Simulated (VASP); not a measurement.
# PbO (P-6m2) in VASP: notebook, part 2 of 2

VASP 6.6.1.

**4. Relaxation of shape and atoms at fixed volume, r2SCAN**

This run uses another cell than the first one, of 18.16 Å³/atom, 1.019 times its volume.

Contents of POSCAR:

```
PbO
1.0
    3.5695944103      0.0000000000      0.0000000000
   -1.7847972052      3.0913594405      0.0000000000
    0.0000000000      0.0000000000      3.2917559888
Pb O
1 1
Direct
    0.0000000000      0.0000000000      0.0000000000
    0.6666666667      0.3333333333      0.5000000000
```

Contents of INCAR.step1:

```
ALGO = Normal
EDIFF = 1E-4
ENCUT = 600
GGA = PE
ISMEAR = 0
LASPH = T
LCHARG = F
LREAL = F
LWAVE = T
NELM = 60
PREC = Accurate
SIGMA = 0.05
```

Contents of INCAR.step2:

```
ALGO = Normal
EDIFF = 1E-6
EDIFFG = -0.02
ENCUT = 600
IBRION = 2
ISIF = 4
ISMEAR = 0
ISTART = 1
LASPH = T
LCHARG = F
LMIXTAU = T
LREAL = F
LWAVE = F
METAGGA = R2SCAN
NELM = 60
NSW = 60
PREC = Accurate
SIGMA = 0.05
```

Contents of KPOINTS:

```
k-points
0
Gamma
  12 12 10
```

Potentials or basis: VASP PAW PBE potentials, release 64 (Pb_d, O).

On the command line:

```
cat potpaw_PBE.64/Pb_d/POTCAR potpaw_PBE.64/O/POTCAR > POTCAR
cp INCAR.step1 INCAR
mpirun -np 1 vasp_std > vasp.out
cp INCAR.step2 INCAR
mpirun -np 1 vasp_std > vasp.out
```

OUTCAR:

```text
EDIFF = 1E-6
   EDIFFG = -0.02
   ENCUT = 600
   IBRION = 2
   ISIF = 4
   ISMEAR = 0
   ISTART = 1
   LASPH = T
   LREAL = F
   METAGGA = R2SCAN
   NELM = 60
   NSW = 60
   PREC = Accurate

 ion  position               nearest neighbor table
   1  0.000  0.000  0.000-   2 2.64   2 2.64   2 2.64   2 2.64   2 2.64   2 2.64
   2  0.667  0.333  0.500-   1 2.64   1 2.64   1 2.64   1 2.64   1 2.64   1 2.64

  LATTYP: Found a hexagonal cell.
 ALAT       =     3.5695944103
 C/A-ratio  =     0.9221652688

  Lattice vectors:

 A1 = (   3.5695944103,   0.0000000000,   0.0000000000)
 A2 = (  -1.7847972052,   3.0913594405,   0.0000000000)
 A3 = (   0.0000000000,   0.0000000000,   3.2917559888)

Analysis of symmetry for initial positions (statically):
=====================================================================
 Subroutine PRICEL returns:
 Original cell was already a primitive cell.

 Routine SETGRP: Setting up the symmetry group for a
 hexagonal supercell.

 Subroutine GETGRP returns: Found 12 space group operations
 (whereof 12 operations were pure point group operations)
 out of a pool of 24 trial point group operations.

The static configuration has the point symmetry D_3h.

Analysis of symmetry for dynamics (positions and initial velocities):
=====================================================================
 Subroutine PRICEL returns:
 Original cell was already a primitive cell.

 Routine SETGRP: Setting up the symmetry group for a
 hexagonal supercell.

 Subroutine GETGRP returns: Found 12 space group operations
 (whereof 12 operations were pure point group operations)
 out of a pool of 24 trial point group operations.

The dynamic configuration has the point symmetry D_3h.

 Subroutine INISYM returns: Found 12 space group operations
 (whereof 12 operations are pure point group operations),
 and found     1 'primitive' translations

----------------------------------------------------------------------------------------

                                     Primitive cell

  volume of cell :      36.3242

  direct lattice vectors                    reciprocal lattice vectors
     3.569594410  0.000000000  0.000000000     0.280143872  0.161741140  0.000000000
    -1.784797205  3.091359441  0.000000000     0.000000000  0.323482280  0.000000000
     0.000000000  0.000000000  3.291755989     0.000000000  0.000000000  0.303789225

  length of vectors
     3.569594410  3.569594410  3.291755989     0.323482280  0.323482280  0.303789225

  position of ions in fractional coordinates (direct lattice)
     0.000000000  0.000000000  0.000000000
     0.666666667  0.333333333  0.500000000

  ion indices of the primitive-cell ions
   primitive index   ion index
                 1           1
                 2           2

----------------------------------------------------------------------------------------

 KPOINTS: k-points

Automatic generation of k-mesh.
 Grid dimensions read from file:
 generate k-points for:   12   12   10

 Generating k-lattice:

  Cartesian coordinates                     Fractional coordinates (reciprocal lattice)
     0.023345323  0.013478428  0.000000000     0.083333333  0.000000000  0.000000000
     0.000000000  0.026956857  0.000000000     0.000000000  0.083333333  0.000000000
     0.000000000  0.000000000  0.030378922     0.000000000  0.000000000  0.100000000

  Length of vectors
[... 38 lines left out ...]
   number of dos      NEDOS =    301   number of ions     NIONS =      2
   total plane-waves  NPLWV =  25200
   dimension x,y,z NGX =    30 NGY =   30 NGZ =   28
   dimension x,y,z NGXF=    60 NGYF=   60 NGZF=   56
   ions per type =               1   1
   NGX,Y,Z   is equivalent  to a cutoff of  13.97, 13.97, 14.14 a.u.
   NGXF,Y,Z  is equivalent  to a cutoff of  27.94, 27.94, 28.28 a.u.
 SYSTEM =  unknown system
   PREC   = accura    normal or accurate (medium, high low for compatibility)
   ISTART =      1    job   : 0-new  1-cont  2-samecut
   ICHARG =      0    charge: 1-file 2-atom 10-const
   ISPIN  =      1    spin polarized calculation?
   LNONCOLLINEAR =      F non collinear calculations
   LSORBIT =      F    spin-orbit coupling
   LASPH  =      T    aspherical Exc in radial PAW
   ENCUT  =  600.0 eV  44.10 Ry    6.64 a.u.   7.13  7.13  6.57*2*pi/ulx,y,z
   NELM   =     60;   NELMIN=  2; NELMDL=  0     # of ELM steps
   EDIFF  = 0.1E-05   stopping-criterion for ELM
   LREAL  =      F    real-space projection
   EDIFFG = -.2E-01   stopping-criterion for IOM
   NSW    =     60    number of steps for IOM
   IBRION =      2    ionic relax: 0-MD 1-quasi-New 2-CG
   NFREE  =      1    steps in history (QN), initial steepest desc. (CG)
   ISIF   =      4    stress and relaxation
   ISYM   =      2    0-nonsym 1-usesym 2-fastsym
   POTIM  = 0.5000    time-step for ionic-motion
   TEBEG  =    0.0;   TEEND  =   0.0 temperature during run
   PSTRESS=    0.0 pullay stress
   NELECT =      20.0000    total number of electrons
   NUPDOWN=      -1.0000    fix difference up-down
   EMIN   =  10.00;   EMAX   =-10.00  energy-range for DOS
   EFERMI =   0.00;   METHOD = LEGACY
   ISMEAR =     0;   SIGMA  =   0.05  broadening in eV -4-tet -1-fermi 0-gaus
   EFERMI_NEDOS =   21; number of points for ismear=-14 and -15
   IALGO  =     38    algorithm
   IMIX   =      4    mixing-type and parameters
     AMIX     =   0.40;   BMIX     =  1.00
     AMIX_MAG =   1.60;   BMIX_MAG =  1.00
  volume/ion in A,a.u.               =      18.16       122.56
  Fermi-wavevector in a.u.,A,eV,Ry     =   1.341795  2.535625 24.496116  1.800414
  Thomas-Fermi vector in A             =   2.470000
   LORBIT       =      0    0 simple, 1 ext, 2 COOP (PROOUT), +10 PAW based schemes
   METAGGA = R2SCAN    functional components
   LHFCALC =     F    Hartree Fock is set to
   AEXX    =    0.0000 exact exchange contribution
   IVDW    =     0    specifies the selected vdW correction
   LEPSILON=     F    determine dielectric tensor
   LRPA    =     F    only Hartree local field effects (RPA)
 conjugate gradient relaxation of ions
 non-spin polarized calculation
 Gauss-broadening in eV      SIGMA  =   0.05
  energy-cutoff  :      600.00
  volume of cell :       36.32
 maximum number of plane-waves:      1230
 NGX is ok and might be reduce to    30
   NGX = 15   NGY = 15   NGZ = 13

 number of electron      20.0000001 magnetization

 Free energy of the ion-electron system (eV)
  ---------------------------------------------------
  ext. energy  EPLUGINS =         0.00000000
  ---------------------------------------------------
  free energy    TOTEN  =       -64.06823371 eV

  energy without entropy =      -64.06823369  energy(sigma->0) =      -64.06823370

 E-fermi :   6.4195     XC(G=0): -11.1355

 val. band max:        6.2771719413   @ k =   0.3333   0.3333   0.0000
 cond. band min:       6.5560459002   @ k =   0.0000   0.0000   0.5000
 fundamental gap:      0.2788739589
 Fermi energy:         6.4195487723

 k-point     1 :       0.0000    0.0000    0.0000
  band No.  band energies     occupation
      1     -12.4339      2.00000
      2     -11.2902      2.00000
      3     -11.1075      2.00000
      4     -11.1075      2.00000
      5     -10.8335      2.00000
      6     -10.8335      2.00000
      7      -1.9551      2.00000
      8       3.5679      2.00000
      9       3.9954      2.00000
     10       3.9954      2.00000
     11      12.8386      0.00000
     12      12.8386      0.00000
     13      14.9479      0.00000
     14      15.8515      0.00000
[... 377 lines left out ...]
      1     -12.2506      2.00000
      2     -11.2129      2.00000
      3     -10.9877      2.00000
      4     -10.9420      2.00000
      5     -10.8656      2.00000
      6     -10.7447      2.00000
      7      -2.3159      2.00000
      8       3.3751      2.00000
      9       3.4027      2.00000
     10       4.9041      2.00000
     11       8.3680      0.00000
     12      12.8527      0.00000
     13      13.6311      0.00000
     14      15.8471      0.00000

 [... further k-points ...]
[... 5 lines left out ...]
  --------------------------------------------------------------------------------------
  -------------------------------------------------------------------------------------
  Total       -0.5984282     -0.5984282     -0.6296335      0.0000000      0.0000000     -0.0000000
  in kB      -26.3953022    -26.3953022    -27.7716970      0.0000000      0.0000000     -0.0000000
  external PRESSURE =     -26.8541004 kB  Pullay stress =       0.0000000 kB

 VOLUME and BASIS-vectors are now :
 -----------------------------------------------------------------------------
  energy-cutoff  :      600.00
  volume of cell :       36.32
      direct lattice vectors                 reciprocal lattice vectors
     3.569594410  0.000000000  0.000000000     0.280143872  0.161741140  0.000000000
    -1.784797205  3.091359441  0.000000000     0.000000000  0.323482280  0.000000000
     0.000000000  0.000000000  3.291755989     0.000000000  0.000000000  0.303789225

 POSITION                                       TOTAL-FORCE (eV/Angst)
 -----------------------------------------------------------------------------------
      0.00000      0.00000      0.00000         0.000000      0.000000      0.000000
      1.78480      1.03045      1.64588        -0.000000      0.000000      0.000000
 -----------------------------------------------------------------------------------
    total drift:                               -0.000000      0.000000      0.000000

  FREE ENERGIE OF THE ION-ELECTRON SYSTEM (eV)
  ---------------------------------------------------
  free  energy   TOTEN  =       -64.0682337131 eV

  energy  without entropy=      -64.0682336899  energy(sigma->0) =      -64.06823370

 reached required accuracy - stopping structural energy minimisation
```

OSZICAR.step1:

```text
N       E                     dE             d eps       ncg     rms          rms(c)
DAV:   1     0.185983934109E+03    0.18598E+03   -0.11524E+04  3222   0.189E+03
DAV:   2     0.360678590160E+01   -0.18238E+03   -0.17635E+03  3504   0.424E+02
DAV:   3    -0.121207913166E+02   -0.15728E+02   -0.15565E+02  3938   0.129E+02
DAV:   4    -0.124594689112E+02   -0.33868E+00   -0.33852E+00  3482   0.212E+01
DAV:   5    -0.124708499890E+02   -0.11381E-01   -0.11381E-01  4044   0.388E+00    0.865E+00
DAV:   6    -0.105261823098E+02    0.19447E+01   -0.16135E+01  4380   0.341E+01    0.534E+00
DAV:   7    -0.101983392337E+02    0.32784E+00   -0.22929E+00  3712   0.145E+01    0.151E+00
DAV:   8    -0.102188594221E+02   -0.20520E-01   -0.52407E-01  3562   0.864E+00    0.147E+00
DAV:   9    -0.101738878048E+02    0.44972E-01   -0.82174E-02  3624   0.427E+00    0.198E-01
DAV:  10    -0.101750498981E+02   -0.11621E-02   -0.10014E-02  3368   0.904E-01    0.217E-01
DAV:  11    -0.101744297307E+02    0.62017E-03   -0.18242E-03  3258   0.365E-01    0.280E-02
DAV:  12    -0.101744148829E+02    0.14848E-04   -0.10123E-04  1914   0.109E-01
   1 F= -.10174415E+02 E0= -.10174389E+02  d E =-.519427E-04
```

Wall time 2.1 min (1 thread of Intel Xeon 6975P-C (Granite Rapids), shared host); peak memory 0.22 GiB.

What came out:

```
Free energy             : -64.0682 eV
Pressure after relaxing : -2.7 GPa
Band gap on the k mesh  : 0.28 eV, indirect (least direct gap 0.36 eV)
```

Stress tensor (GPa, compression positive):
```
-2.64  0.00  0.00
 0.00 -2.64  0.00
 0.00  0.00 -2.78
```

Final structure:
```cif
data_structure
_symmetry_space_group_name_H-M 'P 1'
_symmetry_Int_Tables_number 1
_cell_length_a 3.5696
_cell_length_b 3.5696
_cell_length_c 3.2918
_cell_angle_alpha 90.000
_cell_angle_beta 90.000
_cell_angle_gamma 120.000
_cell_volume 36.32
loop_
_atom_site_label
_atom_site_type_symbol
_atom_site_fract_x
_atom_site_fract_y
_atom_site_fract_z
_atom_site_occupancy
Pb1 Pb 0.00000 0.00000 0.00000 1
O1 O 0.66667 0.33333 0.50000 1
```

Levels at points of the mesh, in eV from the valence-band top:
| k point | band 6 | band 7 | band 8 | band 9 | band 10 | band 11 | band 12 | band 13 | band 14 |
| --- | --- | --- | --- | --- | --- | --- | --- | --- | --- |
| (0.00, 0.00, 0.00) | -17.11 | -8.23 | -2.71 | -2.28 | -2.28 | 6.56 | 6.56 | 8.67 | 9.57 |
| (0.50, 0.00, 0.00) | -16.99 | -8.81 | -3.16 | -2.03 | -1.98 | 1.42 | 6.62 | 8.17 | 8.96 |
| (0.00, 0.00, 0.50) | -17.22 | -9.45 | -1.97 | -1.97 | -0.08 | 0.28 | 8.02 | 8.02 | 13.01 |
| (0.50, 0.00, 0.50) | -16.50 | -6.49 | -4.48 | -4.20 | -2.09 | 3.02 | 3.69 | 5.07 | 8.67 |

Caveat: the relaxation stopped at its first step, so nothing moved; the PAW data sets were made with another functional, which shifts forces and pressure a little; spin-orbit coupling is left out, which moves the levels of the heavy elements. A k mesh can miss the band edges.

**5. Relaxation of shape and atoms at fixed volume, r2SCAN (volume scaled by 1.040)**

Contents of POSCAR:

```
PbO
1.0
    3.5770634157      0.0000000000      0.0000000000
   -1.7885317078      3.0978277889      0.0000000000
    0.0000000000      0.0000000000      3.3015723115
Pb O
1 1
Direct
    0.0000000000      0.0000000000      0.0000000000
    0.6666666667      0.3333333333      0.5000000000
```

Contents of INCAR.step1:

```
PREC = Accurate
ENCUT = 600
ISMEAR = 0
SIGMA = 0.05
LREAL = False
LASPH = True
NELM = 60
GGA = PE
ALGO = Normal
EDIFF = 1E-4
LWAVE = True
LCHARG = False
```

Contents of INCAR.step2:

```
PREC = Accurate
ENCUT = 600
EDIFF = 1E-6
ISMEAR = 0
SIGMA = 0.05
LREAL = False
LASPH = True
NELM = 60
ALGO = Normal
ISIF = 4
LWAVE = False
LCHARG = False
METAGGA = R2SCAN
LMIXTAU = True
IBRION = 2
NSW = 60
EDIFFG = -0.01
ISTART = 1
```

Contents of KPOINTS:

```
Automatic mesh
0
Gamma
  12 12 10
```

Potentials or basis: VASP PAW PBE potentials, release 64 (Pb_d, O).

On the command line:

```
cat potpaw_PBE.64/Pb_d/POTCAR potpaw_PBE.64/O/POTCAR > POTCAR
cp INCAR.step1 INCAR
mpirun -np 1 vasp_std > vasp.out
cp INCAR.step2 INCAR
mpirun -np 1 vasp_std > vasp.out
```

OUTCAR:

```text
PREC = Accurate
   ENCUT = 600
   EDIFF = 1E-6
   ISMEAR = 0
   LREAL = False
   LASPH = True
   NELM = 60
   ISIF = 4
   METAGGA = R2SCAN
   IBRION = 2
   NSW = 60
   EDIFFG = -0.01
   ISTART = 1

 ion  position               nearest neighbor table
   1  0.000  0.000  0.000-   2 2.64   2 2.64   2 2.64   2 2.64   2 2.64   2 2.64
   2  0.667  0.333  0.500-   1 2.64   1 2.64   1 2.64   1 2.64   1 2.64   1 2.64

  LATTYP: Found a hexagonal cell.
 ALAT       =     3.5770634157
 C/A-ratio  =     0.9229840033

  Lattice vectors:

[... 635 lines left out ...]
     10       4.8293      2.00000
     11       8.2734      0.00000
     12      12.7201      0.00000
     13      13.5140      0.00000
     14      15.7444      0.00000

 [... further k-points ...]
[... 5 lines left out ...]
  --------------------------------------------------------------------------------------
  -------------------------------------------------------------------------------------
  Total       -0.7349813     -0.7349813     -0.7548500     -0.0000000     -0.0000000      0.0000000
  in kB      -32.1871218    -32.1871218    -33.0572328     -0.0000000     -0.0000000      0.0000000
  external PRESSURE =     -32.4771588 kB  Pullay stress =       0.0000000 kB

 VOLUME and BASIS-vectors are now :
 -----------------------------------------------------------------------------
  energy-cutoff  :      600.00
  volume of cell :       36.59
      direct lattice vectors                 reciprocal lattice vectors
     3.580103168 -0.000000000 -0.000000000     0.279321559  0.161266378  0.000000000
    -1.790051584  3.100460292  0.000000000     0.000000000  0.322532755  0.000000000
    -0.000000000 -0.000000000  3.295968170     0.000000000  0.000000000  0.303400988

 POSITION                                       TOTAL-FORCE (eV/Angst)
 -----------------------------------------------------------------------------------
      0.00000      0.00000     -0.00000         0.000000      0.000000      0.000000
      1.79005      1.03349      1.64798        -0.000000     -0.000000      0.000000
 -----------------------------------------------------------------------------------
    total drift:                               -0.000000      0.000000      0.000000

  FREE ENERGIE OF THE ION-ELECTRON SYSTEM (eV)
  ---------------------------------------------------
  free  energy   TOTEN  =       -64.0637273053 eV

  energy  without entropy=      -64.0637272811  energy(sigma->0) =      -64.06372729

 reached required accuracy - stopping structural energy minimisation
```

OUTCAR.step1:

```text
PREC = Accurate
   ENCUT = 600
   ISMEAR = 0
   LREAL = False
   LASPH = True
[... 631 lines left out ...]
      0.00000      0.00000      0.00000         0.000000      0.000000      0.000000
      1.78853      1.03261      1.65079        -0.000000     -0.000000      0.000000
 -----------------------------------------------------------------------------------
    total drift:                               -0.000000      0.000000      0.000000

  FREE ENERGIE OF THE ION-ELECTRON SYSTEM (eV)
  ---------------------------------------------------
  free  energy   TOTEN  =       -10.1741809134 eV

  energy  without entropy=      -10.1741267168  energy(sigma->0) =      -10.17415382
```

Wall time 3.9 min (1 thread of Intel Xeon 6975P-C (Granite Rapids), shared host); peak memory 0.22 GiB.

Results:

```
Free energy               : -64.0637 eV
Energy gained by relaxing : 0.1 meV/atom
Ionic steps               : 2
Pressure after relaxing   : -3.2 GPa
Band gap on the k mesh    : 0.28 eV, indirect (least direct gap 0.35 eV)
```

The path:
```csv
step,energy change (eV),largest force (eV/Å),pressure (GPa),volume (Å³)
1,0.0000,0.0000,-3.30,36.59
2,-0.0001,0.0000,-3.25,36.59
```

Final structure:
```
Pb O
1.0
     3.58010    0.00000    0.00000
    -1.79005    3.10046    0.00000
     0.00000    0.00000    3.29597
Pb O
1 1
Direct
  0.00000 0.00000 0.00000
  0.66667 0.33333 0.50000
```

Levels at points of the mesh, in eV from the valence-band top:
| k point | band 8 | band 9 | band 10 | band 11 | band 12 | band 13 |
| --- | --- | --- | --- | --- | --- | --- |
| (0.00, 0.00, 0.00) | -2.66 | -2.25 | -2.25 | 6.52 | 6.52 | 8.65 |
| (0.50, 0.00, 0.00) | -3.12 | -2.01 | -1.93 | 1.43 | 6.59 | 8.16 |
| (0.00, 0.00, 0.50) | -1.94 | -1.94 | -0.07 | 0.28 | 7.96 | 7.96 |
| (0.50, 0.00, 0.50) | -4.42 | -4.16 | -2.05 | 3.02 | 3.67 | 5.06 |

Caveat: the cell differs from its parent crystal (volume scaled by 1.040); the PAW data sets were made with another functional, which shifts forces and pressure a little; spin-orbit coupling is left out, which moves the levels of the heavy elements. A k mesh can miss the band edges.

**6. Overview**

| cell | gap on the mesh (eV) | pressure (GPa) |
| --- | --- | --- |
| relaxed from a = 3.547, b = 3.547, c = 3.271 Å, angles 90.0, 90.0, 120.0°, 2 atoms | 0.27 | -1.0 |
| relaxed from a = 3.549, b = 3.549, c = 3.289 Å, angles 90.0, 90.0, 120.0°, 2 atoms | 0.27 | -1.6 |
| relaxed from a = 3.570, b = 3.570, c = 3.292 Å, angles 90.0, 90.0, 120.0°, 2 atoms | 0.28 | -2.7 |
| relaxed from a = 3.577, b = 3.577, c = 3.302 Å, angles 90.0, 90.0, 120.0°, 2 atoms | 0.28 | -3.2 |

Alike in all rows: task relaxation of shape and atoms at fixed volume; level r2SCAN; potentials or basis VASP PAW PBE potentials, release 64 (Pb_d, O); no spin polarisation; k mesh 12 × 12 × 10; cutoff (eV) 600; smearing gaussian 0.05 eV.

Caveats: the PAW data sets were made with another functional, which shifts forces and pressure a little; spin-orbit coupling is left out, which moves the levels of the heavy elements; the relaxation stopped at its first step, so nothing moved (some runs).

Absolute energies hang on the potentials; compare differences alone.
